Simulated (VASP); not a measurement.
Tl, 1 atom in the cell. It takes space group Im-3m (No. 229, cubic). Conventional cell: a = 4.004 Å, b = 4.004 Å, c = 4.004 Å, α = 90.00°, β = 90.00°, γ = 90.00°. Tl (site symmetry m-3m) has 14 Tl at 3.47 to 4.00 Å within 4.6 Å. This isn't the form of Tl at room conditions, which is hcp.

| Property | Result |
| --- | --- |
| Program | VASP 6.6.1 |
| Task | single point |
| Functional | PBE |
| Potentials or basis | VASP PAW PBE potentials, release 64 (Tl_d) |
| Cutoff | 520 eV |
| k mesh | 13 × 13 × 13 |
| Occupations | fermi-dirac, width 0.0612256 eV |
| Spin | no spin polarisation |
| Dipole correction | no |
| Further INCAR settings | ALGO = Normal; EDIFF = 1e-06; NBANDS = 12 |

Potentials or basis: VASP PAW PBE potentials, release 64 (Tl_d).

The run is started by

```bash
$ cat potpaw_PBE.64/Tl_d/POTCAR > POTCAR
$ mpirun -np 1 vasp_std > vasp.out
```

Hardware: 1 thread of AMD EPYC 7R13 Processor (Zen 3), on a shared host.

Estimate the wall time of this run.

Run time: 20 s on 1 thread of AMD EPYC 7R13 Processor (Zen 3), with other jobs on the host, peak memory 0.14 GiB. Counts: scf iterations 11, k points 84.
